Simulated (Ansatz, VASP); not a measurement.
Two plane-wave programs on YS

Contents of INCAR:

```
SYSTEM = YS
ALGO     = Normal         ! electronic algorithm
EDIFF    = 1E-8           ! SCF threshold, eV
ENCUT    = 520            ! plane-wave cutoff, eV
ISIF     = 2              ! what is computed and relaxed
ISMEAR   = -1             ! smearing method
LASPH    = .TRUE.         ! aspherical terms in the spheres
LCHARG   = .FALSE.        ! write CHGCAR
LEFG     = .TRUE.       
LREAL    = .FALSE.        ! projectors in reciprocal space
LWAVE    = .FALSE.        ! write WAVECAR
NBANDS   = 16             ! bands
NELM     = 60             ! most SCF steps
PREC     = Accurate       ! precision mode
SIGMA    = 0.01           ! smearing width, eV
```

Contents of KPOINTS:

```
k-points
0
G
  8 8 8
  0 0 0
```

Contents of POSCAR:

```
YS
1.0
    0.0000000000      2.7710865000      2.7436500000
    2.7710865000      0.0000000000      2.7436500000
    2.7710865000      2.7710865000      0.0000000000
Y S
1 1
Direct
    0.5000000000      0.5000000000      0.5000000000
    0.0000000000      0.0000000000      0.0000000000
```

Input for Ansatz:

```yaml
crystal:
  lattice:
    - [0.0, 2.7710865, 2.74365]
    - [2.7710865, 0.0, 2.74365]
    - [2.7710865, 2.7710865, 0.0]
  atoms:
    - { symbol: "Y", position: [0.5, 0.5, 0.5] }
    - { symbol: S, position: [0.0, 0.0, 0.0] }
kpoints:
  mp_grid: { grid: [8, 8, 8] }
scf:
  occupations: { method: fermi_dirac, width: 0.01 }
hamiltonian:
  xc: lda
  pseudopotentials: { kind: paw }
output:
  forces: true
  stress: true
  eigenvalues: true
  efg: { contact_densities: true }
```

Change from the starting cell: equal xx and yy strain of +1 %, PAW files.

Alike in both runs: task electric field gradients; functional LDA; k mesh 8 × 8 × 8; occupations fermi-dirac, width 0.01 eV; no spin polarisation.

|  | VASP | Ansatz |
| --- | --- | --- |
| version | VASP 6.6.1 | Ansatz 0.2.0 |
| potentials or method | VASP PAW LDA potentials, release 64 (Y_sv, S) | PAW with Ansatz's default frozen-core files, scalar-relativistic |
| plane-wave cutoff (eV) | 520 | 420 |
| valence electrons in the cell | 17 | 17 |

|  | VASP | Ansatz | Ansatz less VASP |
| --- | --- | --- | --- |
| pressure (GPa) | -5.5 | -5.6 | -0.04 |
| traceless stress, the component that is largest in VASP (GPa) | 1.39 | 1.38 | -0.007 |
| size of Vzz on the site where it differs most (V/Å²) | 10.3 | 11.1 | +0.79 |

LDA's correlation is that of Perdew and Zunger in VASP and of Perdew and Wang (1992) in Ansatz.
